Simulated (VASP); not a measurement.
Wanted: the native input for a VASP 6.6.1 run.

```
Task                   : single point
Functional             : LDA
Potentials or basis    : VASP PAW LDA potentials, release 64 (Au)
Cutoff                 : 520 eV
k mesh                 : 14 × 14 × 4
Occupations            : fermi-dirac, width 0.1 eV
Spin                   : no spin polarisation
Dipole correction      : no
Further INCAR settings : ALGO = Normal; EDIFF = 1e-06; NBANDS = 30
```

The structure of Au lies in POSCAR:

```
Au
1.0
    2.9530695470      0.0000000000      0.0000000000
   -1.4765347735      2.5574332468      0.0000000000
    0.0000000000      0.0000000000      9.8327153944
Au
4
Direct
    0.0000000000      1.0000000000      0.0000000000
    0.0000000000      1.0000000000      0.5000000000
    0.3333333333      0.6666666667      0.2500000000
    0.6666666667      0.3333333333      0.7500000000
```

This isn't the form of Au at room conditions, which is fcc.

One way to write it, as run:

INCAR

```
SYSTEM = Au
PREC = Accurate
ENCUT = 520
EDIFF = 1E-6
ISMEAR = -1
SIGMA = 0.1
LREAL = .FALSE.
LASPH = .TRUE.
NELM = 80
ALGO = Normal
ISIF = 2
LWAVE = .FALSE.
LCHARG = .TRUE.
GGA = CA
LELF = .TRUE.
LVHAR = .TRUE.
NBANDS = 30
```

KPOINTS

```
Automatic mesh
0
G
  14 14 4
  0 0 0
```

Potentials or basis: VASP PAW LDA potentials, release 64 (Au).

Command:

```console
$ cat potpaw_LDA.64/Au/POTCAR > POTCAR
$ mpirun -np 1 vasp_std > vasp.out
```

Results of the run:

```
Pressure               : -15.3 GPa
Band gap on the k mesh : zero (bands 22 and 23 overlap by 4.50 eV)
```

Caveat: the cell stands under tension; spin-orbit coupling is left out, which moves the levels of the heavy elements.

Run time: 78 s on 1 thread of Intel(R) Xeon(R) Platinum 8559C (Emerald Rapids), with other jobs on the host, peak memory 0.25 GiB.
